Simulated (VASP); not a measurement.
# RbBr (Pm-3m) in VASP: a series of runs, part 2 of 2

VASP 6.6.1. The steps go on from the part before.

## (3) Single point, PBE0

POSCAR reads:

```
RbBr
1.0
    4.1242529966      0.0000000000      0.0000000000
    0.0000000000      4.1242529966      0.0000000000
    0.0000000000      0.0000000000      4.1242529966
Rb Br
1 1
Direct
    0.0000000000      0.0000000000      0.0000000000
    0.5000000000      0.5000000000      0.5000000000
```

INCAR.step1 reads:

```
PREC = Accurate
ENCUT = 520
EDIFF = 1E-5
ISMEAR = 0
SIGMA = 0.01
LREAL = F
LASPH = T
NELM = 80
ALGO = Normal
ISIF = 2
LWAVE = T
LCHARG = F
GGA = PE
NBANDS = 15
```

INCAR.step2 reads:

```
PREC = Accurate
ENCUT = 520
EDIFF = 1E-7
ISMEAR = 0
SIGMA = 0.01
LREAL = F
LASPH = T
NELM = 80
ALGO = Normal
ISIF = 2
LWAVE = F
LCHARG = F
GGA = PE
LHFCALC = T
AEXX = 0.25
PRECFOCK = Normal
ISTART = 1
NBANDS = 15
```

KPOINTS reads:

```
Automatic mesh
0
Gamma
  4 4 4
```

Potentials or basis: VASP PAW PBE potentials, release 64 (Rb_sv, Br).

Run with:

```bash
$ cat potpaw_PBE.64/Rb_sv/POTCAR potpaw_PBE.64/Br/POTCAR > POTCAR
$ cp INCAR.step1 INCAR
$ mpirun -np 1 vasp_std > vasp.out
$ cp INCAR.step2 INCAR
$ mpirun -np 1 vasp_std > vasp.out
```

OUTCAR:

```text
PREC = Accurate
   ENCUT = 520
   EDIFF = 1E-7
   ISMEAR = 0
   LREAL = F
   LASPH = T
   NELM = 80
   ISIF = 2
   GGA = PE
   LHFCALC = T
   AEXX = 0.25
   PRECFOCK = Normal
   ISTART = 1

 ion  position               nearest neighbor table
   1  0.000  0.000  0.000-   2 3.57   2 3.57   2 3.57   2 3.57   2 3.57   2 3.57   2 3.57   2 3.57

   2  0.500  0.500  0.500-   1 3.57   1 3.57   1 3.57   1 3.57   1 3.57   1 3.57   1 3.57   1 3.57

  LATTYP: Found a simple cubic cell.
 ALAT       =     4.1242529966

  Lattice vectors:

 A1 = (   4.1242529966,   0.0000000000,   0.0000000000)
 A2 = (   0.0000000000,   4.1242529966,   0.0000000000)
 A3 = (   0.0000000000,   0.0000000000,   4.1242529966)

Analysis of symmetry for initial positions (statically):
=====================================================================
 Subroutine PRICEL returns:
 Original cell was already a primitive cell.

 Routine SETGRP: Setting up the symmetry group for a
 simple cubic supercell.

 Subroutine GETGRP returns: Found 48 space group operations
 (whereof 48 operations were pure point group operations)
 out of a pool of 48 trial point group operations.

The static configuration has the point symmetry O_h .

Analysis of symmetry for dynamics (positions and initial velocities):
=====================================================================
 Subroutine PRICEL returns:
 Original cell was already a primitive cell.

 Routine SETGRP: Setting up the symmetry group for a
 simple cubic supercell.

 Subroutine GETGRP returns: Found 48 space group operations
 (whereof 48 operations were pure point group operations)
 out of a pool of 48 trial point group operations.

The dynamic configuration has the point symmetry O_h .

 Subroutine INISYM returns: Found 48 space group operations
 (whereof 48 operations are pure point group operations),
 and found     1 'primitive' translations

----------------------------------------------------------------------------------------

                                     Primitive cell

  volume of cell :      70.1513

  direct lattice vectors                    reciprocal lattice vectors
     4.124252997  0.000000000  0.000000000     0.242468151  0.000000000  0.000000000
     0.000000000  4.124252997  0.000000000     0.000000000  0.242468151  0.000000000
     0.000000000  0.000000000  4.124252997     0.000000000  0.000000000  0.242468151

  length of vectors
     4.124252997  4.124252997  4.124252997     0.242468151  0.242468151  0.242468151

  position of ions in fractional coordinates (direct lattice)
     0.000000000  0.000000000  0.000000000
     0.500000000  0.500000000  0.500000000

  ion indices of the primitive-cell ions
   primitive index   ion index
                 1           1
                 2           2

----------------------------------------------------------------------------------------

 KPOINTS: Automatic mesh

Automatic generation of k-mesh.
[... 37 lines left out ...]
   dimension x,y,z NGXF=    64 NGYF=   64 NGZF=   64
   ions per type =               1   1
   NGX,Y,Z   is equivalent  to a cutoff of  12.90, 12.90, 12.90 a.u.
   NGXF,Y,Z  is equivalent  to a cutoff of  25.80, 25.80, 25.80 a.u.
 SYSTEM =  unknown system
   PREC   = accura    normal or accurate (medium, high low for compatibility)
   ISTART =      1    job   : 0-new  1-cont  2-samecut
   ICHARG =      0    charge: 1-file 2-atom 10-const
   ISPIN  =      1    spin polarized calculation?
   LNONCOLLINEAR =      F non collinear calculations
   LSORBIT =      F    spin-orbit coupling
   LASPH  =      T    aspherical Exc in radial PAW
   ENCUT  =  520.0 eV  38.22 Ry    6.18 a.u.   7.67  7.67  7.67*2*pi/ulx,y,z
   NELM   =     80;   NELMIN=  2; NELMDL=  0     # of ELM steps
   EDIFF  = 0.1E-06   stopping-criterion for ELM
   LREAL  =      F    real-space projection
   EDIFFG = 0.1E-05   stopping-criterion for IOM
   NSW    =      0    number of steps for IOM
   IBRION =     -1    ionic relax: 0-MD 1-quasi-New 2-CG
   NFREE  =      0    steps in history (QN), initial steepest desc. (CG)
   ISIF   =      2    stress and relaxation
   ISYM   =      3    0-nonsym 1-usesym 2-fastsym
   POTIM  = 0.5000    time-step for ionic-motion
   TEBEG  =    0.0;   TEEND  =   0.0 temperature during run
   PSTRESS=    0.0 pullay stress
   NELECT =      16.0000    total number of electrons
   NUPDOWN=      -1.0000    fix difference up-down
   EMIN   =  10.00;   EMAX   =-10.00  energy-range for DOS
   EFERMI =   0.00;   METHOD = LEGACY
   ISMEAR =     0;   SIGMA  =   0.01  broadening in eV -4-tet -1-fermi 0-gaus
   EFERMI_NEDOS =   21; number of points for ismear=-14 and -15
   IALGO  =     38    algorithm
   IMIX   =      1    mixing-type and parameters
     AMIX     =   0.40;   BMIX     =  1.00
     AMIX_MAG =   1.60;   BMIX_MAG =  1.00
  volume/ion in A,a.u.               =      35.08       236.70
  Fermi-wavevector in a.u.,A,eV,Ry     =   1.000237  1.890174 13.612272  1.000474
  Thomas-Fermi vector in A             =   2.132580
   LORBIT       =      0    0 simple, 1 ext, 2 COOP (PROOUT), +10 PAW based schemes
   GGA     = PE    functional components
   LHFCALC =     T    Hartree Fock is set to
   PRECFOCK=normal    Normal, Fast or Accurate (Low or Medium for compatibility)
   ENCUT4O =  -1.0   cutoff for four orbital integrals eV
   NKREDX  =     1    reduce k-point grid by
   NKREDY  =     1    reduce k-point grid by
   NKREDZ  =     1    reduce k-point grid by
   AEXX    =    0.2500 exact exchange contribution
   HFSCREEN=    0.0000 screening length (either q_TF or 0.3 A-1)
   HFSCREENC=   0.0000 screening length for correlation (either q_TF or 0.3 A-1)
   ENCUTFOCK=  -1.0 apply spherical cutoff to Coloumb kernel
   IVDW    =     0    specifies the selected vdW correction
   LEPSILON=     F    determine dielectric tensor
   LRPA    =     F    only Hartree local field effects (RPA)
 non-spin polarized calculation
 Gauss-broadening in eV      SIGMA  =   0.01
  energy-cutoff  :      520.00
  volume of cell :       70.15
 maximum number of plane-waves:      1924
 NGX is ok and might be reduce to    32
  NGX = 24; NGY = 24; NGZ = 24

 number of electron      16.0000002 magnetization

 Free energy of the ion-electron system (eV)
  ---------------------------------------------------
  ext. energy  EPLUGINS =         0.00000000
  ---------------------------------------------------
  free energy    TOTEN  =        -7.49269722 eV

  energy without entropy =       -7.49269722  energy(sigma->0) =       -7.49269722

 E-fermi :  -1.8290     XC(G=0):  -6.2637

 val. band max:       -1.8957811580   @ k =   0.5000   0.5000   0.0000
 cond. band min:       4.0929366833   @ k =   0.0000   0.0000   0.0000
 fundamental gap:      5.9887178413
 Fermi energy:        -1.8290200660

 k-point     1 :       0.0000    0.0000    0.0000
  band No.  band energies     occupation
      1     -28.7504      2.00000
      2     -15.6133      2.00000
      3     -11.5527      2.00000
      4     -11.5527      2.00000
      5     -11.5527      2.00000
      6      -2.0628      2.00000
      7      -2.0628      2.00000
      8      -2.0628      2.00000
      9       4.0929      0.00000
     10       5.6068      0.00000
     11       5.6068      0.00000
     12      10.2918      0.00000
     13      10.2918      0.00000
     14      10.2918      0.00000
[... 149 lines left out ...]
      2     -15.2769      2.00000
      3     -11.7845      2.00000
      4     -11.7845      2.00000
      5     -11.7845      2.00000
      6      -3.3424      2.00000
      7      -3.3424      2.00000
      8      -3.3424      2.00000
      9       8.3056      0.00000
     10       8.3056      0.00000
     11       8.3056      0.00000
     12       9.6962      0.00000
     13       9.6962      0.00000
     14       9.6962      0.00000
     15      12.6941      0.00000

------------------------ aborting loop because EDIFF is reached ----------------------------------------

  FORCE on cell =-STRESS in cart. coord.  units (eV):
  Direction    XX          YY          ZZ          XY          YZ          ZX
  --------------------------------------------------------------------------------------
  -------------------------------------------------------------------------------------
  Total        0.1719754      0.1719754      0.1719754      0.0000000      0.0000000      0.0000000
  in kB        3.9277253      3.9277253      3.9277253      0.0000000      0.0000000      0.0000000
  external PRESSURE =       3.9277253 kB  Pullay stress =       0.0000000 kB

 VOLUME and BASIS-vectors are now :
 -----------------------------------------------------------------------------
  energy-cutoff  :      520.00
  volume of cell :       70.15
      direct lattice vectors                 reciprocal lattice vectors
     4.124252997  0.000000000  0.000000000     0.242468151  0.000000000  0.000000000
     0.000000000  4.124252997  0.000000000     0.000000000  0.242468151  0.000000000
     0.000000000  0.000000000  4.124252997     0.000000000  0.000000000  0.242468151

 POSITION                                       TOTAL-FORCE (eV/Angst)
 -----------------------------------------------------------------------------------
      0.00000      0.00000      0.00000         0.000000      0.000000      0.000000
      2.06213      2.06213      2.06213         0.000000      0.000000      0.000000
 -----------------------------------------------------------------------------------
    total drift:                               -0.000000     -0.000000     -0.000000

  FREE ENERGIE OF THE ION-ELECTRON SYSTEM (eV)
  ---------------------------------------------------
  free  energy   TOTEN  =        -7.4926972158 eV

  energy  without entropy=       -7.4926972158  energy(sigma->0) =       -7.49269722
```

OUTCAR.step1:

```text
PREC = Accurate
   ENCUT = 520
   EDIFF = 1E-5
   ISMEAR = 0
   LREAL = F
   LASPH = T
[... 385 lines left out ...]
 -----------------------------------------------------------------------------------
      0.00000      0.00000      0.00000         0.000000      0.000000      0.000000
      2.06213      2.06213      2.06213         0.000000      0.000000      0.000000
 -----------------------------------------------------------------------------------
    total drift:                                0.000000      0.000000     -0.000000

  FREE ENERGIE OF THE ION-ELECTRON SYSTEM (eV)
  ---------------------------------------------------
  free  energy   TOTEN  =        -5.9926673431 eV

  energy  without entropy=       -5.9926673431  energy(sigma->0) =       -5.99266734
```

Wall time 11 min (1 thread of Intel Xeon 8259CL, shared host); peak memory 0.19 GiB.

Results:

| Quantity | Value |
| --- | --- |
| Free energy | -7.4927 eV |
| Pressure | 0.4 GPa |
| Band gap on the k mesh | 5.99 eV (least direct gap 6.16 eV) |

Caveat: the PAW data sets were made with another functional, which shifts forces and pressure a little. A k mesh can miss the band edges.

## (4) Single point, HF

POSCAR is that of step 3.

INCAR.step1 reads:

```
SYSTEM = RbBr
PREC     = Accurate       ! precision mode
ENCUT    = 520            ! plane-wave cutoff, eV
EDIFF    = 1E-5           ! SCF threshold, eV
ISMEAR   = 0              ! smearing method
SIGMA    = 0.01           ! smearing width, eV
LREAL    = .False.        ! projectors in reciprocal space
LASPH    = .True.         ! aspherical terms in the spheres
NELM     = 80             ! most SCF steps
ALGO     = Normal         ! electronic algorithm
ISIF     = 2              ! what is computed and relaxed
LWAVE    = .True.         ! write WAVECAR
NBANDS   = 15             ! bands
GGA      = PE             ! functional
```

INCAR.step2 reads:

```
SYSTEM = RbBr
PREC     = Accurate       ! precision mode
ENCUT    = 520            ! plane-wave cutoff, eV
EDIFF    = 1E-7           ! SCF threshold, eV
ISMEAR   = 0              ! smearing method
SIGMA    = 0.01           ! smearing width, eV
LREAL    = .False.        ! projectors in reciprocal space
LASPH    = .True.         ! aspherical terms in the spheres
NELM     = 80             ! most SCF steps
ALGO     = Normal         ! electronic algorithm
ISIF     = 2              ! what is computed and relaxed
LWAVE    = .False.        ! write WAVECAR
LCHARG   = .True.         ! write CHGCAR
GGA      = PE             ! functional
LHFCALC  = .True.         ! exact exchange
AEXX     = 1.0            ! exact-exchange fraction
ALDAC    = 0.0          
AGGAC    = 0.0          
PRECFOCK = Normal       
LELF     = .True.         ! ELF
LVHAR    = .True.       
NBANDS   = 15             ! bands
ISTART   = 1
```

KPOINTS reads:

```
regular mesh
0
Gamma
  4 4 4
  0 0 0
```

Potentials or basis: VASP PAW PBE potentials, release 64 (Rb_sv, Br).

Run with:

```bash
$ cat potpaw_PBE.64/Rb_sv/POTCAR potpaw_PBE.64/Br/POTCAR > POTCAR
$ cp INCAR.step1 INCAR
$ mpirun -np 1 vasp_std > vasp.out
$ cp INCAR.step2 INCAR
$ mpirun -np 1 vasp_std > vasp.out
```

OUTCAR:

```text
SYSTEM = RbBr
   PREC = Accurate
   ENCUT = 520
   EDIFF = 1E-7
   ISMEAR = 0
   LREAL = .False.
   LASPH = .True.
   NELM = 80
   ISIF = 2
   GGA = PE
   LHFCALC = .True.
   AEXX = 1.0
   PRECFOCK = Normal
   ISTART = 1

 ion  position               nearest neighbor table
   1  0.000  0.000  0.000-   2 3.57   2 3.57   2 3.57   2 3.57   2 3.57   2 3.57   2 3.57   2 3.57

   2  0.500  0.500  0.500-   1 3.57   1 3.57   1 3.57   1 3.57   1 3.57   1 3.57   1 3.57   1 3.57

  LATTYP: Found a simple cubic cell.
[... 364 lines left out ...]

  FORCE on cell =-STRESS in cart. coord.  units (eV):
  Direction    XX          YY          ZZ          XY          YZ          ZX
  --------------------------------------------------------------------------------------
  -------------------------------------------------------------------------------------
  Total        1.0776586      1.0776586      1.0776586      0.0000000      0.0000000      0.0000000
  in kB       24.6125083     24.6125083     24.6125083      0.0000000      0.0000000      0.0000000
  external PRESSURE =      24.6125083 kB  Pullay stress =       0.0000000 kB

 VOLUME and BASIS-vectors are now :
 -----------------------------------------------------------------------------
  energy-cutoff  :      520.00
  volume of cell :       70.15
      direct lattice vectors                 reciprocal lattice vectors
     4.124252997  0.000000000  0.000000000     0.242468151  0.000000000  0.000000000
     0.000000000  4.124252997  0.000000000     0.000000000  0.242468151  0.000000000
     0.000000000  0.000000000  4.124252997     0.000000000  0.000000000  0.242468151

 POSITION                                       TOTAL-FORCE (eV/Angst)
 -----------------------------------------------------------------------------------
      0.00000      0.00000      0.00000         0.000000      0.000000      0.000000
      2.06213      2.06213      2.06213         0.000000      0.000000      0.000000
 -----------------------------------------------------------------------------------
    total drift:                               -0.000000     -0.000000     -0.000000

  FREE ENERGIE OF THE ION-ELECTRON SYSTEM (eV)
  ---------------------------------------------------
  free  energy   TOTEN  =       -11.0011796911 eV

  energy  without entropy=      -11.0011796911  energy(sigma->0) =      -11.00117969
```

OUTCAR.step1:

```text
SYSTEM = RbBr
   PREC = Accurate
   ENCUT = 520
   EDIFF = 1E-5
   ISMEAR = 0
   LREAL = .False.
   LASPH = .True.
[... 386 lines left out ...]
      0.00000      0.00000      0.00000         0.000000      0.000000      0.000000
      2.06213      2.06213      2.06213         0.000000      0.000000      0.000000
 -----------------------------------------------------------------------------------
    total drift:                                0.000000      0.000000     -0.000000

  FREE ENERGIE OF THE ION-ELECTRON SYSTEM (eV)
  ---------------------------------------------------
  free  energy   TOTEN  =        -5.9926673431 eV

  energy  without entropy=       -5.9926673431  energy(sigma->0) =       -5.99266734
```

It took 14 min on 1 thread of Intel Xeon 8259CL, shared host; peak memory 0.19 GiB.

Results:

```
Free energy            : -11.0012 eV
Pressure               : 2.5 GPa
Band gap on the k mesh : 12.01 eV (least direct gap 12.21 eV)
```

Levels at points of the mesh, in eV from the valence-band top:
```tsv
k point	band 4	band 5	band 6	band 7	band 8	band 9	band 10	band 11	band 12	band 13
(0.00, 0.00, 0.00)	-11.14	-11.14	-0.19	-0.19	-0.19	12.01	13.44	13.44	19.00	19.00
(0.50, 0.00, 0.00)	-11.07	-11.07	-2.12	-0.27	-0.27	15.16	15.23	16.12	16.72	18.96
(0.50, 0.50, 0.00)	-11.52	-11.03	-1.37	-1.37	0.00	13.18	14.36	16.43	16.43	19.45
(0.50, 0.50, 0.50)	-11.39	-11.39	-1.70	-1.70	-1.70	16.32	16.32	16.32	18.39	18.39
```

Caveat: the PAW data sets were made with another functional, which shifts forces and pressure a little.

## (5) The runs side by side

```csv
level,spin,k mesh,grid for exact exchange (PRECFOCK),share of exact exchange,gap on the mesh (eV),pressure (GPa)
PBE,"non-collinear, zero start, SOC",6 × 6 × 6,-,-,-,0.9
PBE0,off,4 × 4 × 4,Normal,0.25,5.99,0.4
HF,off,4 × 4 × 4,Normal,1,12.01,2.5
```

Alike in all rows: task single point; potentials or basis VASP PAW PBE potentials, release 64 (Rb_sv, Br); cell as given; cutoff (eV) 520; smearing gaussian 0.01 eV.

The pressure there spans 0.4 GPa (PBE0) to 2.5 GPa (HF); a positive pressure means that this level wants a larger cell, a negative one a smaller.

Caveats: the PAW data sets were made with another functional, which shifts forces and pressure a little (at least some runs).

Absolute energies hang on the potentials; compare differences alone.
